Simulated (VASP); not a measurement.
Set up this calculation in VASP 6.6.1, as the native input.

- Task: relaxation of cell and atoms
- Functional: PBE
- Potentials or basis: VASP PAW PBE potentials, release 64 (Mo_sv, S)
- Cutoff: 600 eV
- k mesh: 12 × 12 × 4
- Occupations: gaussian, width 0.02 eV
- Spin: no spin polarisation
- Target pressure: 12 GPa
- Dipole correction: no
- Further INCAR settings: ALGO = Normal; EDIFF = 1e-06; IBRION = 2; EDIFFG = -0.008; NSW = 70; ISIF = 3

The structure of MoS2 lies in POSCAR:

```
MoS2
1.0
    3.0681281473      0.0000000000      0.0000000000
   -1.5340640736      2.6570769176      0.0000000000
    0.0000000000      0.0000000000     11.8150036947
Mo S
2 4
Direct
    0.6666666667      0.3333333333      0.2500000000
    0.3333333333      0.6666666667      0.7500000000
    0.6666666667      0.3333333333      0.6209743383
    0.3333333333      0.6666666667      0.3790256617
    0.6666666667      0.3333333333      0.8790256617
    0.3333333333      0.6666666667      0.1209743383
```

The input as run:

INCAR

```
SYSTEM = MoS2
  ALGO = Normal
  EDIFF = 1E-6
  EDIFFG = -0.008
  ENCUT = 600
  GGA = PE
  IBRION = 2
  ISIF = 3
  ISMEAR = 0
  LASPH = .True.
  LCHARG = .False.
  LREAL = .False.
  LWAVE = .False.
  NELM = 60
  NSW = 70
  PREC = Accurate
  PSTRESS = 120.0
  SIGMA = 0.02
```

KPOINTS

```
k-points
0
Gamma
  12 12 4
  0 0 0
```

Potentials or basis: VASP PAW PBE potentials, release 64 (Mo_sv, S).

The run is started by

```console
$ cat potpaw_PBE.64/Mo_sv/POTCAR potpaw_PBE.64/S/POTCAR > POTCAR
$ mpirun -np 1 vasp_std > vasp.out
```

It gave:

The relaxed volume is 15.79 Å³/atom. The relaxed cell is a = 3.092 Å, b = 3.092 Å, c = 11.440 Å, α = 90.00°, β = 90.00°, γ = 120.00° and the space group after relaxing (to 0.1 Å) is P6_3/mmc (No. 194). The energy change on relaxing (the run minimises the enthalpy) is -17.6 meV/atom and the ionic steps are 19. The pressure after relaxing is 12.0 GPa and the largest force after relaxing is 0.007 eV/Å. The band gap on the k mesh is 0.43 eV (least direct gap 1.84 eV).

Caveat: the cell is relaxed towards a set pressure, so the run minimises the enthalpy, not the energy.

It took 50 min on 1 thread of Intel Xeon 8259CL, with other jobs on the host, peak memory 0.39 GiB.
